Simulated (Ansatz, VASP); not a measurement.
Lu2Sb3Pd: VASP beside Ansatz

File INCAR:

```
SYSTEM = Lu2Sb3Pd
ALGO = Normal
EDIFF = 1E-7
ENCUT = 520
GGA = PS
ISIF = 2
ISMEAR = -1
LASPH = .TRUE.
LCHARG = .TRUE.
LELF = .TRUE.
LREAL = .FALSE.
LVHAR = .TRUE.
LWAVE = .FALSE.
NBANDS = 46
NELM = 80
PREC = Accurate
SIGMA = 0.1
```

File KPOINTS:

```
k-points
0
G
  5 5 2
  0 0 0
```

POSCAR

```
Lu2Sb3Pd
1.0
    3.9514360000      0.0000000000      0.0000000000
    0.0000000000      3.9514360000      0.0000000000
    0.0000000000      0.0000000000      8.6600890000
Sb Pd Lu
3 1 2
Direct
    0.5000000000      0.5000000000      0.0000000000
    0.0000000000      0.5000000000      0.3820000000
    0.5000000000      0.0000000000      0.6180000000
    0.0000000000      0.0000000000      0.0000000000
    0.0000000000      0.5000000000      0.7340000000
    0.5000000000      0.0000000000      0.2660000000
```

Input for Ansatz:

```yaml
crystal:
  lattice:
    - [3.951436, 0.0, 0.0]
    - [0.0, 3.951436, 0.0]
    - [0.0, 0.0, 8.660089]
  atoms:
    - { symbol: Sb, position: [0.5, 0.5, 0.0] }
    - { symbol: Pd, position: [0.0, 0.0, 0.0] }
    - { symbol: Lu, position: [0.0, 0.5, 0.734] }
    - { symbol: Lu, position: [0.5, 0.0, 0.266] }
    - { symbol: Sb, position: [0.0, 0.5, 0.382] }
    - { symbol: Sb, position: [0.5, 0.0, 0.618] }
  symmetry: { tolerance: 0.0003 }
kpoints:
  mp_grid: { grid: [5, 5, 2], shift: [0, 0, 0] }
magnetization:
  spin_polarized: false
scf:
  occupations: { method: fermi_dirac }
hamiltonian:
  pseudopotentials: { kind: paw }
  xc: pbesol
basis:
  ecutwfc: 420
output:
  forces: true
  stress: true
  eigenvalues: true
```

Alike in both runs: task single point; functional PBEsol; k mesh 5 × 5 × 2; no spin polarisation.

|  | VASP | Ansatz |
| --- | --- | --- |
| version | VASP 6.6.1 | Ansatz 0.2.0 |
| potentials or method | VASP PAW PBE potentials, release 64 (Sb, Pd, Lu), cutoff 520 eV | PAW plane waves |
| occupations | fermi-dirac, width 0.1 eV | fermi-dirac |
| valence electrons in the cell | 75 | 113 |

Ansatz gave:

- gap on the k mesh at the Fermi level (eV): none
- pressure (GPa): 3.9
- rms of the force components (eV/Å): 0.120

Problem. Which values does VASP return?

Solution. gap on the k mesh at the Fermi level (eV): none; pressure (GPa): 4.1; rms of the force components (eV/Å): 0.123.

VASP's potentials were made for PBE, not for PBEsol. A gap of «none» marks a metal or a gap that the smearing closes. VASP's potentials hold 75 valence electrons a cell and Ansatz's 113, so a difference there can come from the potentials and not from the codes.

The k mesh is coarse, so the values compare programs but aren't converged. Neither program's run includes spin-orbit coupling.
